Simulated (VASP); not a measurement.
# Al (P6_3/mmc) in VASP: a series of runs

The runs below take Al through single point, with PBEsol+D3(BJ).

All numbers are computed with VASP 6.6.1; they aren't measurements. Logs are shortened: lines on timing, memory, paths and dates and some standing lists are left out, and cuts for length are marked.

### 1 The cell of the first run

Symmetry: P6_3/mmc, No. 194, hexagonal system. The conventional cell has a = 2.883 Å, b = 2.883 Å, c = 4.867 Å, α = 90.00°, β = 90.00°, γ = 120.00°. Within 3.8 Å of Al (site symmetry -6m2) lie 12 Al at 2.88 to 2.95 Å.

This isn't the form of Al at room conditions, which is fcc.

### 2 Single point, PBEsol+D3(BJ) (strain +0.025 along x and y, +0.000 along z)

INCAR reads:

```
SYSTEM = Al
ALGO = Normal ; EDIFF = 1E-6
ENCUT = 520 ; GGA = PS
ISIF = 2 ; ISMEAR = 0
IVDW = 12 ; LASPH = .True.
LCHARG = .False. ; LREAL = .False.
LWAVE = .False. ; NBANDS = 10
NELM = 100 ; PREC = Accurate
SIGMA = 0.15
```

KPOINTS reads:

```
k-points
0
Gamma
  18 18 10
  0 0 0
```

POSCAR reads:

```
Al
1.0
    2.8827667353      0.0000000000      0.0000000000
   -1.4413833676      2.4965492260      0.0000000000
    0.0000000000      0.0000000000      4.8668500000
Al
2
Direct
    0.6666666667      0.3333333333      0.7500000000
    0.3333333333      0.6666666667      0.2500000000
```

Potentials or basis: VASP PAW PBE potentials, release 64 (Al).

Started as:

```
> cat potpaw_PBE.64/Al/POTCAR > POTCAR
> mpirun -np 1 vasp_std > vasp.out
```

OUTCAR:

```text
SYSTEM = Al
   EDIFF = 1E-6
   ENCUT = 520
   GGA = PS
   ISIF = 2
   ISMEAR = 0
   IVDW = 12
   LASPH = .True.
   LREAL = .False.
   NELM = 100
   PREC = Accurate
 IVDW          = 12

 ion  position               nearest neighbor table
   1  0.667  0.333  0.750-   2 2.95   2 2.95   2 2.95   2 2.95   2 2.95   2 2.95
   2  0.333  0.667  0.250-   1 2.95   1 2.95   1 2.95   1 2.95   1 2.95   1 2.95

  LATTYP: Found a hexagonal cell.
 ALAT       =     2.8827667353
 C/A-ratio  =     1.6882566114

  Lattice vectors:

 A1 = (   2.8827667353,   0.0000000000,   0.0000000000)
 A2 = (  -1.4413833676,   2.4965492260,   0.0000000000)
 A3 = (   0.0000000000,   0.0000000000,   4.8668500000)

Analysis of symmetry for initial positions (statically):
=====================================================================
 Subroutine PRICEL returns:
 Original cell was already a primitive cell.

 Routine SETGRP: Setting up the symmetry group for a
 hexagonal supercell.

 Subroutine GETGRP returns: Found 24 space group operations
 (whereof 12 operations were pure point group operations)
 out of a pool of 24 trial point group operations.

The static configuration has the point symmetry D_3d.
 The point group associated with its full space group is D_6h.

Analysis of symmetry for dynamics (positions and initial velocities):
=====================================================================
 Subroutine PRICEL returns:
 Original cell was already a primitive cell.

 Routine SETGRP: Setting up the symmetry group for a
 hexagonal supercell.

 Subroutine GETGRP returns: Found 24 space group operations
 (whereof 12 operations were pure point group operations)
 out of a pool of 24 trial point group operations.

The dynamic configuration has the point symmetry D_3d.
 The point group associated with its full space group is D_6h.

 Subroutine INISYM returns: Found 24 space group operations
 (whereof 12 operations are pure point group operations),
 and found     1 'primitive' translations

----------------------------------------------------------------------------------------

                                     Primitive cell

  volume of cell :      35.0266

  direct lattice vectors                    reciprocal lattice vectors
     2.882766735  0.000000000  0.000000000     0.346888976  0.200276443  0.000000000
    -1.441383368  2.496549226  0.000000000     0.000000000  0.400552887  0.000000000
     0.000000000  0.000000000  4.866850000     0.000000000  0.000000000  0.205471712

  length of vectors
     2.882766735  2.882766735  4.866850000     0.400552887  0.400552887  0.205471712

  position of ions in fractional coordinates (direct lattice)
     0.666666667  0.333333333  0.750000000
     0.333333333  0.666666667  0.250000000

  ion indices of the primitive-cell ions
   primitive index   ion index
                 1           1
                 2           2

----------------------------------------------------------------------------------------

 KPOINTS: k-points

Automatic generation of k-mesh.
 Grid dimensions read from file:
 generate k-points for:   18   18   10

 Generating k-lattice:

  Cartesian coordinates                     Fractional coordinates (reciprocal lattice)
     0.019271610  0.011126469  0.000000000     0.055555556  0.000000000  0.000000000
     0.000000000  0.022252938  0.000000000     0.000000000  0.055555556  0.000000000
     0.000000000  0.000000000  0.020547171     0.000000000  0.000000000  0.100000000

  Length of vectors
     0.022252938  0.022252938  0.020547171

  Shift w.r.t. Gamma in fractional coordinates (k-lattice)
     0.000000000  0.000000000  0.000000000

 Subroutine IBZKPT returns following result:
 ===========================================

 Found    222 irreducible k-points:

 Following reciprocal coordinates:
            Coordinates               Weight
  0.000000  0.000000  0.000000      1.000000
  0.055556  0.000000  0.000000      6.000000
  0.111111  0.000000  0.000000      6.000000
  0.166667  0.000000  0.000000      6.000000
  0.222222  0.000000  0.000000      6.000000
  0.277778  0.000000  0.000000      6.000000
[... 16 lines left out ...]
  0.333333  0.111111  0.000000     12.000000
  0.388889  0.111111  0.000000     12.000000
 [... further k-points ...]
   k-points           NKPTS =    222   k-points in BZ     NKDIM =    222   number of bands    NBANDS=     10
   number of dos      NEDOS =    301   number of ions     NIONS =      2
   total plane-waves  NPLWV =  20736
   dimension x,y,z NGX =    24 NGY =   24 NGZ =   36
   dimension x,y,z NGXF=    48 NGYF=   48 NGZF=   72
   ions per type =               2
   NGX,Y,Z   is equivalent  to a cutoff of  13.84, 13.84, 12.30 a.u.
   NGXF,Y,Z  is equivalent  to a cutoff of  27.68, 27.68, 24.59 a.u.
 SYSTEM =  Al
   PREC   = accura    normal or accurate (medium, high low for compatibility)
   ISTART =      0    job   : 0-new  1-cont  2-samecut
   ICHARG =      2    charge: 1-file 2-atom 10-const
   ISPIN  =      1    spin polarized calculation?
   LNONCOLLINEAR =      F non collinear calculations
   LSORBIT =      F    spin-orbit coupling
   LASPH  =      T    aspherical Exc in radial PAW
   ENCUT  =  520.0 eV  38.22 Ry    6.18 a.u.   5.36  5.36  9.05*2*pi/ulx,y,z
   NELM   =    100;   NELMIN=  2; NELMDL= -5     # of ELM steps
   EDIFF  = 0.1E-05   stopping-criterion for ELM
   LREAL  =      F    real-space projection
   EDIFFG = 0.1E-04   stopping-criterion for IOM
   NSW    =      0    number of steps for IOM
   IBRION =     -1    ionic relax: 0-MD 1-quasi-New 2-CG
   NFREE  =      0    steps in history (QN), initial steepest desc. (CG)
   ISIF   =      2    stress and relaxation
   ISYM   =      2    0-nonsym 1-usesym 2-fastsym
   POTIM  = 0.5000    time-step for ionic-motion
   TEBEG  =    0.0;   TEEND  =   0.0 temperature during run
   PSTRESS=    0.0 pullay stress
   NELECT =       6.0000    total number of electrons
   NUPDOWN=      -1.0000    fix difference up-down
   EMIN   =  10.00;   EMAX   =-10.00  energy-range for DOS
   EFERMI =   0.00;   METHOD = LEGACY
   ISMEAR =     0;   SIGMA  =   0.15  broadening in eV -4-tet -1-fermi 0-gaus
   EFERMI_NEDOS =   21; number of points for ismear=-14 and -15
   IALGO  =     38    algorithm
   IMIX   =      4    mixing-type and parameters
     AMIX     =   0.40;   BMIX     =  1.00
     AMIX_MAG =   1.60;   BMIX_MAG =  1.00
  volume/ion in A,a.u.               =      17.51       118.19
  Fermi-wavevector in a.u.,A,eV,Ry     =   0.909200  1.718139 11.247181  0.826644
  Thomas-Fermi vector in A             =   2.033216
   LORBIT       =      0    0 simple, 1 ext, 2 COOP (PROOUT), +10 PAW based schemes
   GGA     = PS    functional components
   LHFCALC =     F    Hartree Fock is set to
   AEXX    =    0.0000 exact exchange contribution
   IVDW    =    12    specifies the selected vdW correction
   LEPSILON=     F    determine dielectric tensor
   LRPA    =     F    only Hartree local field effects (RPA)
 non-spin polarized calculation
 Gauss-broadening in eV      SIGMA  =   0.15
  energy-cutoff  :      520.00
  volume of cell :       35.03
 maximum number of plane-waves:       967
 NGX is ok and might be reduce to    24
   NGX = 11   NGY = 11   NGZ = 19

 number of electron       6.0000000 magnetization

 Free energy of the ion-electron system (eV)
  ---------------------------------------------------
  ext. energy  EPLUGINS =         0.00000000
  ---------------------------------------------------
  free energy    TOTEN  =        -8.08169945 eV

  energy without entropy =       -8.07034242  energy(sigma->0) =       -8.07602093

 E-fermi :   7.3206     XC(G=0): -10.0423

 val. band max:        7.3162876414   @ k =   0.3333   0.3333   0.3000
 cond. band min:       7.3222306545   @ k =   0.3889   0.1667   0.2000
 fundamental gap:      0.0059430131
 Fermi energy:         7.3206064683

 k-point     1 :       0.0000    0.0000    0.0000
  band No.  band energies     occupation
      1      -3.3847      2.00000
      2       2.6495      2.00000
      3       2.8277      2.00000
      4      17.9308      0.00000
      5      17.9308      0.00000
      6      18.3780      0.00000
      7      18.3780      0.00000
      8      18.6739      0.00000
      9      19.9010      0.00000
     10      21.2080      0.00000

 k-point     2 :       0.0556    0.0000    0.0000
  band No.  band energies     occupation
      1      -3.3115      2.00000
      2       2.7216      2.00000
      3       2.8962      2.00000
      4      16.4150      0.00000
      5      17.0560      0.00000
      6      18.0761      0.00000
      7      19.3803      0.00000
      8      19.3869      0.00000
      9      19.9070      0.00000
     10      21.3366      0.00000

 k-point     3 :       0.1111    0.0000    0.0000
  band No.  band energies     occupation
      1      -3.0919      2.00000
      2       2.9373      2.00000
      3       3.1015      2.00000
      4      14.3957      0.00000
      5      16.1182      0.00000
      6      17.3981      0.00000
      7      19.1750      0.00000
      8      19.6162      0.00000
      9      20.3877      0.00000
     10      20.6959      0.00000

 k-point     4 :       0.1667    0.0000    0.0000
  band No.  band energies     occupation
      1      -2.7266      2.00000
      2       3.2946      2.00000
      3       3.4437      2.00000
      4      12.3857      0.00000
      5      15.3011      0.00000
      6      16.5556      0.00000
      7      17.8046      0.00000
      8      18.0671      0.00000
      9      20.1516      0.00000
     10      20.4086      0.00000
[... 222 lines left out ...]
 k-point    22 :       0.2778    0.1111    0.0000
  band No.  band energies     occupation
      1      -0.5546      2.00000
      2       5.3158      2.00000
      3       5.4918      2.00000
      4       7.2052      1.72349
      5      10.7080      0.00000
      6      12.9169      0.00000
      7      12.9743      0.00000
      8      16.3728      0.00000
      9      16.8097      0.00000
     10      18.1422      0.00000

 k-point    23 :       0.3333    0.1111    0.0000
  band No.  band energies     occupation
      1       0.3759      2.00000
      2       5.2774      2.00000
      3       6.3717      2.00000
      4       6.5453      2.00000
      5      10.2465      0.00000
      6      11.3798      0.00000
      7      11.6296      0.00000
      8      16.0747      0.00000
      9      16.4437      0.00000
     10      17.8457      0.00000

 k-point    24 :       0.3889    0.1111    0.0000
  band No.  band energies     occupation
      1       1.4402      2.00000
      2       3.9555      2.00000
      3       7.3628      0.69054
      4       7.4028      0.43837
      5       9.5624      0.00000
      6       9.9895      0.00000
      7      10.7662      0.00000
      8      15.8946      0.00000
      9      16.2267      0.00000
     10      17.6638      0.00000

 [... further k-points ...]

------------------------ aborting loop because EDIFF is reached ----------------------------------------

 Edisp (eV)   -0.59741

 E8    (eV) :    -0.4023

  FORCE on cell =-STRESS in cart. coord.  units (eV):
  Direction    XX          YY          ZZ          XY          YZ          ZX
  --------------------------------------------------------------------------------------
  -------------------------------------------------------------------------------------
  Total      -1.62273    -1.62273    -1.65996    -0.00000    -0.00000     0.00000
  in kB     -74.22632   -74.22632   -75.92962    -0.00000    -0.00000     0.00000
  external pressure =      -74.79 kB  Pullay stress =        0.00 kB

 VOLUME and BASIS-vectors are now :
 -----------------------------------------------------------------------------
  energy-cutoff  :      520.00
  volume of cell :       35.03
      direct lattice vectors                 reciprocal lattice vectors
     2.882766735  0.000000000  0.000000000     0.346888976  0.200276443  0.000000000
    -1.441383368  2.496549226  0.000000000     0.000000000  0.400552887  0.000000000
     0.000000000  0.000000000  4.866850000     0.000000000  0.000000000  0.205471712

 POSITION                                       TOTAL-FORCE (eV/Angst)
 -----------------------------------------------------------------------------------
      1.44138      0.83218      3.65014         0.000000     -0.000000      0.000000
     -0.00000      1.66437      1.21671        -0.000000      0.000000      0.000000
 -----------------------------------------------------------------------------------
    total drift:                                0.000000     -0.000000     -0.000000

  FREE ENERGIE OF THE ION-ELECTRON SYSTEM (eV)
  ---------------------------------------------------
  free  energy   TOTEN  =        -8.6791075819 eV

  energy  without entropy=       -8.6677505452  energy(sigma->0) =       -8.67342906
```

It took 64 s on 1 thread of Intel Xeon 8259CL, shared host; peak memory 0.2 GiB.

What came out:

| Property | Result |
| --- | --- |
| Free energy | -8.6791 eV |
| Pressure | -7.5 GPa |
| Band gap on the k mesh | zero (bands 3 and 4 overlap by 6.81 eV) |
| Dispersion energy per atom | -0.299 eV |

Stress tensor (GPa, compression positive):
```
-7.42  0.00  0.00
 0.00 -7.42  0.00
 0.00  0.00 -7.59
```

Levels at points of the mesh, in eV from the Fermi level:
| k point | band 1 | band 2 | band 3 | band 4 | band 5 | band 6 | band 7 |
| --- | --- | --- | --- | --- | --- | --- | --- |
| (0.00, 0.00, 0.00) | -10.71 | -4.67 | -4.49 | 10.61 | 10.61 | 11.06 | 11.06 |
| (0.50, 0.00, 0.00) | -4.99 | -4.79 | 0.63 | 0.76 | 1.39 | 1.54 | 5.72 |
| (0.00, 0.00, 0.50) | -9.15 | -9.15 | 2.75 | 2.75 | 11.83 | 11.83 | 11.83 |
| (0.50, 0.00, 0.50) | -3.67 | -3.67 | -3.07 | -3.07 | 7.06 | 7.06 | 7.42 |

Caveat: the cell differs from its parent crystal (strain +0.025 along x and y, +0.000 along z); the cell stands under tension; the PAW data sets were made with another functional, which shifts forces and pressure a little.

### 3 Single point, PBEsol+D3(BJ) (strain +0.050 along x and y, -0.025 along z)

INCAR reads:

```
ALGO = Normal
EDIFF = 1E-6
ENCUT = 520
GGA = PS
ISIF = 2
ISMEAR = 0
IVDW = 12
LASPH = True
LCHARG = True
LELF = True
LREAL = False
LVHAR = True
LWAVE = False
NBANDS = 10
NELM = 60
PREC = Accurate
SIGMA = 0.15
```

KPOINTS reads:

```
k-points
0
Gamma
  18 18 10
```

POSCAR reads:

```
Al
1.0
    2.9530781191      0.0000000000      0.0000000000
   -1.4765390595      2.5574406705      0.0000000000
    0.0000000000      0.0000000000      4.7451787500
Al
2
Direct
    0.6666666667      0.3333333333      0.7500000000
    0.3333333333      0.6666666667      0.2500000000
```

Potentials or basis: VASP PAW PBE potentials, release 64 (Al).

Started as:

```
> cat potpaw_PBE.64/Al/POTCAR > POTCAR
> mpirun -np 1 vasp_std > vasp.out
```

It took 69 s on 1 thread of Intel Xeon 8259CL, shared host; peak memory 0.2 GiB.

The run converged. Its results:

| Property | Result |
| --- | --- |
| Free energy | -8.6379 eV |
| Pressure | -8.6 GPa |
| Band gap on the k mesh | zero (bands 3 and 4 overlap by 7.33 eV) |
| Dispersion energy per atom | -0.292 eV |

Stress tensor (GPa, compression positive):
```
-8.90  0.00  0.00
 0.00 -8.90  0.00
 0.00  0.00 -7.98
```

Levels at points of the mesh, in eV from the Fermi level:
```tsv
k point	band 1	band 2	band 3	band 4	band 5	band 6
(0.00, 0.00, 0.00)	-10.56	-4.17	-4.07	9.64	9.64	10.32
(0.50, 0.00, 0.00)	-5.17	-4.85	0.64	1.15	1.63	1.66
(0.00, 0.00, 0.50)	-8.93	-8.93	3.57	3.57	10.99	10.99
(0.50, 0.00, 0.50)	-3.69	-3.69	-3.13	-3.13	6.47	6.47
```

Caveat: the cell differs from its parent crystal (strain +0.050 along x and y, -0.025 along z); the cell stands under tension; the PAW data sets were made with another functional, which shifts forces and pressure a little.

### 4 Single point, PBEsol+D3(BJ) (strain +0.025 along x and y, +0.025 along z)

INCAR reads:

```
SYSTEM = Al
PREC = Accurate ; ENCUT = 520
EDIFF = 1E-6 ; ISMEAR = 0
SIGMA = 0.15 ; LREAL = .False.
LASPH = .True. ; NELM = 100
ALGO = Fast ; ISIF = 2
LWAVE = .False. ; LCHARG = .False.
GGA = PS ; IVDW = 12
NBANDS = 10
```

KPOINTS reads:

```
Automatic mesh
0
Gamma
  18 18 10
  0 0 0
```

POSCAR reads:

```
Al
1.0
    2.8827667353      0.0000000000      0.0000000000
   -1.4413833676      2.4965492260      0.0000000000
    0.0000000000      0.0000000000      4.9885212500
Al
2
Direct
    0.6666666667      0.3333333333      0.7500000000
    0.3333333333      0.6666666667      0.2500000000
```

Started as:

```
> cat potpaw_PBE.64/Al/POTCAR > POTCAR
> mpirun -np 1 vasp_std > vasp.out
```

Wall time 71 s (1 thread of Intel Xeon 8259CL, shared host); peak memory 0.2 GiB.

It converged, with:

- Free energy: -8.6335 eV
- Pressure: -8.5 GPa
- Band gap on the k mesh: zero (bands 3 and 4 overlap by 6.56 eV)
- Dispersion energy per atom: -0.291 eV

Stress tensor (GPa, compression positive):
```
-8.19  0.00  0.00
 0.00 -8.19  0.00
 0.00  0.00 -9.21
```

Levels at points of the mesh, in eV from the Fermi level:
| k point | band 1 | band 2 | band 3 | band 4 | band 5 | band 6 | band 7 |
| --- | --- | --- | --- | --- | --- | --- | --- |
| (0.00, 0.00, 0.00) | -10.54 | -4.91 | -4.49 | 10.80 | 10.80 | 10.84 | 11.22 |
| (0.50, 0.00, 0.00) | -4.81 | -4.63 | 0.53 | 0.66 | 1.15 | 1.56 | 5.90 |
| (0.00, 0.00, 0.50) | -9.06 | -9.06 | 2.31 | 2.31 | 11.96 | 11.96 | 11.96 |
| (0.50, 0.00, 0.50) | -3.56 | -3.56 | -2.99 | -2.99 | 7.17 | 7.17 | 7.28 |

Caveat: the cell differs from its parent crystal (strain +0.025 along x and y, +0.025 along z); the cell stands under tension; the PAW data sets were made with another functional, which shifts forces and pressure a little.

### 5 Single point, PBEsol+D3(BJ) (strain +0.050 along x and y, +0.000 along z)

INCAR reads:

```
SYSTEM = Al
PREC = Accurate ; ENCUT = 520
EDIFF = 1E-6 ; ISMEAR = 0
SIGMA = 0.15 ; LREAL = .FALSE.
LASPH = .TRUE. ; NELM = 60
ALGO = Fast ; ISIF = 2
LWAVE = .FALSE. ; LCHARG = .FALSE.
GGA = PS ; IVDW = 12
NBANDS = 10
```

KPOINTS reads:

```
Automatic mesh
0
G
  18 18 10
  0 0 0
```

POSCAR reads:

```
Al
1.0
    2.9530781191      0.0000000000      0.0000000000
   -1.4765390595      2.5574406705      0.0000000000
    0.0000000000      0.0000000000      4.8668500000
Al
2
Direct
    0.6666666667      0.3333333333      0.7500000000
    0.3333333333      0.6666666667      0.2500000000
```

Started as:

```
> cat potpaw_PBE.64/Al/POTCAR > POTCAR
> mpirun -np 1 vasp_std > vasp.out
```

Run time: 57 s. Hardware: 1 thread of Intel Xeon 8259CL, shared host; peak memory 0.2 GiB.

Results (log left out):

```
Free energy                : -8.5863 eV
Pressure                   : -9.7 GPa
Band gap on the k mesh     : zero (bands 3 and 4 overlap by 6.94 eV)
Dispersion energy per atom : -0.284 eV
```

Stress tensor (GPa, compression positive):
```
-9.64  0.00  0.00
 0.00 -9.64  0.00
 0.00  0.00 -9.76
```

Levels at points of the mesh, in eV from the Fermi level:
| k point | band 1 | band 2 | band 3 | band 4 | band 5 | band 6 | band 7 |
| --- | --- | --- | --- | --- | --- | --- | --- |
| (0.00, 0.00, 0.00) | -10.39 | -4.33 | -4.20 | 9.83 | 9.83 | 10.48 | 10.48 |
| (0.50, 0.00, 0.00) | -4.99 | -4.68 | 0.64 | 0.89 | 1.41 | 1.62 | 5.23 |
| (0.00, 0.00, 0.50) | -8.84 | -8.84 | 3.08 | 3.08 | 11.12 | 11.12 | 11.12 |
| (0.50, 0.00, 0.50) | -3.58 | -3.58 | -3.06 | -3.06 | 6.58 | 6.58 | 7.33 |

Caveat: the cell differs from its parent crystal (strain +0.050 along x and y, +0.000 along z); the cell stands under tension; the PAW data sets were made with another functional, which shifts forces and pressure a little.

### 6 Summary

```csv
cell,gap on the mesh (eV),pressure (GPa)
"a = 2.883, b = 2.883, c = 4.867 Å, angles 90.0, 90.0, 120.0°, 2 atoms",none,-7.5
"a = 2.953, b = 2.953, c = 4.745 Å, angles 90.0, 90.0, 120.0°, 2 atoms",none,-8.6
"a = 2.883, b = 2.883, c = 4.989 Å, angles 90.0, 90.0, 120.0°, 2 atoms",none,-8.5
"a = 2.953, b = 2.953, c = 4.867 Å, angles 90.0, 90.0, 120.0°, 2 atoms",none,-9.7
```

Alike in all rows: task single point; level PBEsol+D3(BJ); potentials or basis VASP PAW PBE potentials, release 64 (Al); no spin polarisation; k mesh 18 × 18 × 10; cutoff (eV) 520; smearing gaussian 0.15 eV.

Caveats: the cell stands under tension; the PAW data sets were made with another functional, which shifts forces and pressure a little.

Total energies depend on the potentials used, so only differences within one code and one set of settings carry meaning.
